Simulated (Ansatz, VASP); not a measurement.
# Two plane-wave programs on ZnSe

```xyz
2
Lattice="0.0000 2.7873 2.7873 2.7873 0.0000 2.7873 2.7873 2.7873 0.0000" Properties=species:S:1:pos:R:3 pbc="T T T"
Zn    0.0000    0.0000    0.0000
Se    4.1809    4.1809    4.1809
```

Alike in both runs: task single point; functional PBE; k mesh 10 × 10 × 10; occupations gaussian, width 0.05 eV; no spin polarisation.

```csv
,VASP,Ansatz
version,VASP 6.6.1,Ansatz 0.2.0
potentials or method,"VASP PAW PBE potentials, release 64 (Zn, Se), cutoff 520 eV","scalar-relativistic, plane waves, PAW"
valence electrons in the cell,18,28
```

VASP gave:

| Quantity | Value |
| --- | --- |
| gap on the k mesh at the Fermi level (eV) | 1.49 |
| least direct gap on the mesh (eV) | 1.49 |
| pressure (GPa) | 6.0 |

**Question.** What did Ansatz give for the same quantities?

**Answer.** gap on the k mesh at the Fermi level (eV): 1.49; least direct gap on the mesh (eV): 1.49; pressure (GPa): 5.8.

VASP's potentials hold 18 valence electrons a cell and Ansatz's 28, so a difference there can come from the potentials and not from the codes.
